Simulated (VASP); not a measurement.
A run of VASP 6.6.1 is set up as follows.

Contents of INCAR:

```
SYSTEM = TaSi
PREC = Accurate
ENCUT = 520
EDIFF = 1E-7
ISMEAR = 0
SIGMA = 0.1
LREAL = .FALSE.
LASPH = .TRUE.
NELM = 80
ALGO = Normal
ISIF = 2
LWAVE = .FALSE.
LCHARG = .TRUE.
GGA = PE
LELF = .TRUE.
LVHAR = .TRUE.
NBANDS = 23
```

Contents of KPOINTS:

```
Automatic mesh
0
G
  6 6 2
  0 0 0
```

File POSCAR:

```
TaSi
1.0
    3.4207687403      0.0000000000      0.0000000000
   -1.7103843701      2.9624726296      0.0000000000
    0.0000000000      0.0000000000      6.7390374720
Ta Si
2 2
Direct
    0.3333333333      0.6666666667      0.8442636606
    0.6666666667      0.3333333333      0.1557363394
    0.3333333333      0.6666666667      0.4076166605
    0.6666666667      0.3333333333      0.5923833395
```

Potentials or basis: VASP PAW PBE potentials, release 64 (Ta_pv, Si).

The run is started by

```console
$ cat potpaw_PBE.64/Ta_pv/POTCAR potpaw_PBE.64/Si/POTCAR > POTCAR
$ mpirun -np 1 vasp_std > vasp.out
```

**Question.** Predict the band gap on the k mesh.

**Answer.** Zero (band 15 reaches 7.87 eV, above the bottom of band 16 at 6.77 eV).

**Question.** Predict the pressure.

**Answer.** 0.1 GPa.

**Question.** Predict the largest force.

**Answer.** 0.029 eV/Å.

Stress tensor (GPa, compression positive):
```
 0.11  0.00  0.00
 0.00  0.11  0.00
 0.00  0.00 -0.06
```

Caveat: the k points lie up to 0.47 Å⁻¹ apart; spin-orbit coupling is left out, which moves the levels of the heavy elements.
